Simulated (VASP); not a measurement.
Runs of VASP 6.6.1 on Ge. The structure is that of space group P6/mmm (No. 191), or close to it. The cells are those of the table. 

```csv
task,cell,k mesh,cutoff (eV),gap on the mesh (eV),pressure (GPa)
single point,"a = 4.595, b = 4.595, c = 2.596 Å, angles 90.0, 90.0, 120.0°, 3 atoms",9 × 9 × 13,520,none,(a)
single point,"a = 4.795, b = 4.795, c = 2.709 Å, angles 90.0, 90.0, 120.0°, 3 atoms",8 × 8 × 11,520,none,0.1
single point,"a = 4.730, b = 4.730, c = 2.672 Å, angles 90.0, 90.0, 120.0°, 3 atoms",9 × 9 × 13,520,none,3.6
single point,"a = 4.979, b = 4.979, c = 2.813 Å, angles 90.0, 90.0, 120.0°, 3 atoms",9 × 9 × 13,520,none,-7.1
single point,"a = 4.663, b = 4.663, c = 2.635 Å, angles 90.0, 90.0, 120.0°, 3 atoms",9 × 9 × 13,520,none,7.9
single point,"a = 4.795, b = 4.795, c = 2.709 Å, angles 90.0, 90.0, 120.0°, 3 atoms",10 × 10 × 15,520,none,0.2
single point,"a = 4.795, b = 4.795, c = 2.709 Å, angles 90.0, 90.0, 120.0°, 3 atoms",9 × 9 × 13,520,none,0.1
single point,"a = 4.858, b = 4.858, c = 2.745 Å, angles 90.0, 90.0, 120.0°, 3 atoms",9 × 9 × 13,520,none,(b)
relaxation of cell and atoms,"relaxed from a = 4.773, b = 4.773, c = 2.926 Å, angles 90.0, 90.0, 120.0°, 3 atoms",8 × 8 × 11,600,none,0.0
single point,"a = 4.919, b = 4.919, c = 2.780 Å, angles 90.0, 90.0, 120.0°, 3 atoms",9 × 9 × 13,520,none,-5.2
```

Alike in all rows: level LDA; potentials or basis VASP PAW LDA potentials, release 64 (Ge_d); no spin polarisation; smearing fermi-dirac 0.1 eV.

Q: Fill in the values left out.

A: (a) 13.5; (b) -2.9.

A k mesh can miss the band edges, and the runs leave out spin-orbit coupling on Ge.

A gap of «none» marks levels without a gap at the run's occupations.
